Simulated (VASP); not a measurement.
A run of VASP 6.6.1 is set up as follows.

Contents of INCAR:

```
SYSTEM = BP
PREC = Accurate
ENCUT = 520
EDIFF = 1E-6
ISMEAR = 0
SIGMA = 0.1
LREAL = .False.
LASPH = .True.
NELM = 100
ALGO = Normal
ISIF = 2
LWAVE = .False.
LCHARG = .False.
GGA = PE
NBANDS = 11
```

The input KPOINTS:

```
regular mesh
0
Gamma
  6 6 6
  0 0 0
```

POSCAR

```
BP
1.0
    2.9540493500      0.0000000000      0.0000000000
    0.0000000000      2.9540493500      0.0000000000
    0.0000000000      0.0000000000      2.9540493500
B P
1 1
Direct
    0.5000000000      0.5000000000      0.5000000000
    0.0000000000      0.0000000000      0.0000000000
```

Potentials or basis: VASP PAW PBE potentials, release 64 (B, P).

Run with:

```sh
$ cat potpaw_PBE.64/B/POTCAR potpaw_PBE.64/P/POTCAR > POTCAR
$ mpirun -np 1 vasp_std > vasp.out
```

(1) Estimate the pressure.

(2) Predict the band gap on the k mesh.

Results:

(1) -18.7 GPa.

(2) zero (band 4 reaches 9.37 eV, above the bottom of band 5 at 4.62 eV).
